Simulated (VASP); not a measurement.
Set up this calculation in VASP 6.6.1, as the native input.

```
Task                   : single point
Functional             : LDA
Potentials or basis    : VASP PAW LDA potentials, release 64 (Sc_sv, Zn)
Cutoff                 : 500 eV
k mesh                 : 6 × 6 × 6
Occupations            : gaussian, width 0.1 eV
Spin                   : no spin polarisation
Dipole correction      : no
Further INCAR settings : ALGO = Normal; EDIFF = 1e-06; NBANDS = 18
```

The structure of ScZn lies in POSCAR:

```
ScZn
1.0
    3.3500000000      0.0000000000      0.0000000000
    0.0000000000      3.3500000000      0.0000000000
    0.0000000000      0.0000000000      3.3500000000
Sc Zn
1 1
Direct
    0.0000000000      0.0000000000      0.0000000000
    0.5000000000      0.5000000000      0.5000000000
```

The input as run:

INCAR

```
PREC = Accurate
ENCUT = 500
EDIFF = 1E-6
ISMEAR = 0
SIGMA = 0.1
LREAL = False
LASPH = True
NELM = 120
ALGO = Normal
ISIF = 2
LWAVE = False
LCHARG = False
NBANDS = 18
GGA_COMPAT = False
```

KPOINTS

```
Automatic mesh
0
Gamma
  6 6 6
```

Potentials or basis: VASP PAW LDA potentials, release 64 (Sc_sv, Zn).

Run with:

```console
$ cat potpaw_LDA.64/Sc_sv/POTCAR potpaw_LDA.64/Zn/POTCAR > POTCAR
$ mpirun -np 1 vasp_std > vasp.out
```

Results of the run:

| Quantity | Value |
| --- | --- |
| Pressure | -6.4 GPa |
| Band gap on the k mesh | zero (an odd number of electrons rules out a gap without spin polarisation) |

Caveat: the cell stands under tension.

It took 6.9 s on 1 thread of AMD EPYC 7R43 64-Core Processor (Zen 3) (shared host), peak memory 0.1 GiB.
